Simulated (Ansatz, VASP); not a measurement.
**Two plane-wave programs on SrO**

The input INCAR:

```
SYSTEM = SrO
PREC = Accurate
ENCUT = 600
EDIFF = 1E-7
ISMEAR = 0
SIGMA = 0.02
LREAL = .FALSE.
LASPH = .TRUE.
NELM = 120
ALGO = Normal
ISIF = 3
LWAVE = .FALSE.
LCHARG = .FALSE.
GGA = PE
IVDW = 12
IBRION = 2
NSW = 100
EDIFFG = -0.002
GGA_COMPAT = .FALSE.
NELMIN = 4
```

File KPOINTS:

```
regular mesh
0
G
  8 8 8
  0 0 0
```

File POSCAR:

```
SrO
1.0
    0.0000000000      2.5806600000      2.5806600000
    2.5806600000      0.0000000000      2.5806600000
    2.5806600000      2.5806600000      0.0000000000
Sr O
1 1
Direct
    0.0000000000      0.0000000000      0.0000000000
    0.5000000000      0.5000000000      0.5000000000
```

Input for Ansatz:

```yaml
crystal:
  lattice:
    - [0.0, 2.58066, 2.58066]
    - [2.58066, 0.0, 2.58066]
    - [2.58066, 2.58066, 0.0]
  atoms:
    - { symbol: Sr, position: [0.0, 0.0, 0.0] }
    - { symbol: O, position: [0.5, 0.5, 0.5] }
basis:
  ecutwfc: 420
kpoints:
  mp_grid: { grid: [8, 8, 8] }
hamiltonian:
  xc: pbe
  dispersion: d3bj
  pseudopotentials: { kind: paw, azcp: { folder: soft_1 } }
scf:
  occupations: { method: gaussian, width: 0.02 }
output:
  forces: true
  stress: true
  eigenvalues: true
relax:
  adjacent_minimum: "off"
  f_tol: 0.002
  max_steps: 80
  cell: { stress_tol: 0.02 }
```

Alike in both runs: task relaxation of cell and atoms; functional PBE; dispersion D3(BJ); k mesh 8 × 8 × 8; occupations gaussian, width 0.02 eV; no spin polarisation.

|  | VASP | Ansatz |
| --- | --- | --- |
| version | VASP 6.6.1 | Ansatz 0.2.0 |
| potentials or method | VASP PAW PBE potentials, release 64 (Sr_sv, O), cutoff 600 eV | scalar-relativistic, plane waves, PAW |
| valence electrons in the cell | 16 | 16 |

VASP gave:

* gap on the k mesh at the Fermi level, each at its own relaxed structure (eV): 3.27
* relaxed volume (Å³/atom): 17.16
* relaxed cell length with the largest relative difference (Å): 3.647

Q: Estimate Ansatz's values.

A: gap on the k mesh at the Fermi level, each at its own relaxed structure (eV): 3.32; relaxed volume (Å³/atom): 17.07; relaxed cell length with the largest relative difference (Å): 3.641.
